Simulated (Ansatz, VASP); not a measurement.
## BaTiO3: VASP beside Ansatz

Contents of POSCAR:

```
BaTiO3
1.0
    3.9940965204      0.0000000000      0.0000000000
    0.0000000000      3.9940965204      0.0000000000
    0.0000000000      0.0000000000      3.9940965204
Ba Ti O
1 1 3
Direct
    0.0000000000      0.0000000000      0.0000000000
    0.5000000000      0.5000000000      0.5000000000
    0.5000000000      0.5000000000      0.0000000000
    0.5000000000      0.0000000000      0.5000000000
    0.0000000000      0.5000000000      0.5000000000
```

Contents of INCAR.step1:

```
PREC = Accurate ; ENCUT = 520
EDIFF = 1E-5 ; ISMEAR = 0
SIGMA = 0.01 ; LREAL = False
LASPH = True ; NELM = 60
ALGO = Normal ; ISIF = 2
LWAVE = True ; LCHARG = False
GGA = PE ; NBANDS = 28
LUSENCCL = False
```

Contents of INCAR.step2:

```
PREC = Accurate ; ENCUT = 520
EDIFF = 1E-6 ; ISMEAR = 0
SIGMA = 0.01 ; LREAL = False
LASPH = True ; NELM = 60
ALGO = Normal ; ISIF = 2
LWAVE = False ; LCHARG = False
GGA = PE ; LHFCALC = True
HFSCREEN = 0.2079 ; PRECFOCK = Fast
ISTART = 1 ; NBANDS = 28
LUSENCCL = False
```

Contents of KPOINTS:

```
regular mesh
0
Gamma
  4 4 4
```

Input for Ansatz:

```yaml
crystal:
  lattice:
    - [3.9940965204, 0.0, 0.0]
    - [0.0, 3.9940965204, 0.0]
    - [0.0, 0.0, 3.9940965204]
  atoms:
    - { symbol: Ba, position: [0.0, 0.0, 0.0] }
    - { symbol: Ti, position: [0.5, 0.5, 0.5] }
    - { symbol: O, position: [0.5, 0.5, 0.0] }
    - { symbol: O, position: [0.5, 0.0, 0.5] }
    - { symbol: O, position: [0.0, 0.5, 0.5] }
kpoints:
  mp_grid: { grid: [4, 4, 4] }
  band_path:
    path: [[0.0, 0.0, 0.0], [0.0, 0.5, 0.0], [0.5, 0.5, 0.0], [0.5, 0.5, 0.5]]
    npoints: 1
hamiltonian:
  xc: hse06
scf:
  occupations: { method: fixed }
  n_extra_bands: 5
output:
  forces: true
  stress: true
  eigenvalues: true
```

Alike in both runs: task single point; functional HSE06; k mesh 4 × 4 × 4; no spin polarisation.

```csv
,VASP,Ansatz
version,VASP 6.6.1,Ansatz 0.2.0
potentials or method,"VASP PAW PBE potentials, release 64 (Ba_sv, Ti_sv, O)","plane waves, PAW"
plane-wave cutoff (eV),520,420
occupations,"gaussian, width 0.01 eV",fixed
valence electrons in the cell,40,40
```

VASP gave:

* gap on the k mesh at the Fermi level (eV): 3.14
* pressure (GPa): -0.6

Q: What did Ansatz give for the same quantities?

A: gap on the k mesh at the Fermi level (eV): 3.21; pressure (GPa): -2.3.

Ansatz's warnings: stress exchange threshold loose, stress scf threshold loose.

Neither program's run includes spin-orbit coupling.
